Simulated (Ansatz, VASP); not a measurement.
## One calculation of SnO, two programs

File INCAR:

```
SYSTEM = SnO
PREC = Accurate
ENCUT = 520
EDIFF = 1E-6
ISMEAR = 0
SIGMA = 0.05
LREAL = .FALSE.
LASPH = .TRUE.
NELM = 60
ALGO = Normal
ISIF = 2
LWAVE = .FALSE.
LCHARG = .TRUE.
LDIPOL = .TRUE.
IDIPOL = 3
DIPOL = 0.5 0.5 0.403
GGA = PE
IVDW = 12
LELF = .TRUE.
LVHAR = .TRUE.
LVACPOTAV = .TRUE.
NBANDS = 50
```

The input KPOINTS:

```
Automatic mesh
0
G
  7 7 1
  0 0 0
```

File POSCAR:

```
SnO
1.0
    3.8201636883      0.0000000000      0.0000000000
    0.0000000000      3.8201636883      0.0000000000
    0.0000000000      0.0000000000     22.2260802162
Sn O
4 4
Direct
    0.7500000000      0.2500000000      0.2024648501
    0.2500000000      0.7500000000      0.3087831971
    0.5000000000      1.1250000000      0.4977503906
    1.0000000000      0.6250000000      0.6040687375
    0.2500000000      0.2500000000      0.2556240236
    0.7500000000      0.7500000000      0.2556240236
    1.0000000000      1.1250000000      0.5509095640
    0.5000000000      0.6250000000      0.5509095640
```

Input for Ansatz:

```yaml
crystal:
  lattice:
    - [3.8201636883, 0.0, 0.0]
    - [0.0, 3.8201636883, 0.0]
    - [0.0, 0.0, 22.2260802162]
  atoms:
    - { symbol: Sn, position: [0.75, 0.25, 0.2024648501] }
    - { symbol: O, position: [0.25, 0.25, 0.2556240236] }
    - { symbol: O, position: [0.75, 0.75, 0.2556240236] }
    - { symbol: Sn, position: [0.25, 0.75, 0.3087831971] }
    - { symbol: Sn, position: [0.5, 1.125, 0.4977503906] }
    - { symbol: O, position: [1.0, 1.125, 0.550909564] }
    - { symbol: O, position: [0.5, 0.625, 0.550909564] }
    - { symbol: Sn, position: [1.0, 0.625, 0.6040687375] }
basis:
  ecutwfc: 420
kpoints:
  mp_grid: { grid: [7, 7, 1] }
hamiltonian:
  xc: pbe
  pseudopotentials: { kind: paw, azcp: { folder: soft_1 } }
  dispersion: d3bj
scf:
  occupations: { method: gaussian, width: 0.05 }
output:
  forces: true
  eigenvalues: true
efield:
  axis: 3
  dipole_correction: true
  ramp_width: 0.04
```

Alike in both runs: task single point; functional PBE; dispersion D3(BJ); k mesh 7 × 7 × 1; occupations gaussian, width 0.05 eV; no spin polarisation.

|  | VASP | Ansatz |
| --- | --- | --- |
| version | VASP 6.6.1 | Ansatz 0.2.0 |
| potentials or method | VASP PAW PBE potentials, release 64 (Sn_d, O), cutoff 520 eV | scalar-relativistic, plane waves, PAW |
| valence electrons in the cell | 80 | 80 |

Ansatz gave:

```
gap on the k mesh at the Fermi level (eV) : 2.60
least direct gap on the mesh (eV)         : 2.62
rms of the force components (eV/Å)        : 0.019
```

Problem. Which values does VASP return?

Solution. gap on the k mesh at the Fermi level (eV): 2.55; least direct gap on the mesh (eV): 2.58; rms of the force components (eV/Å): 0.051.
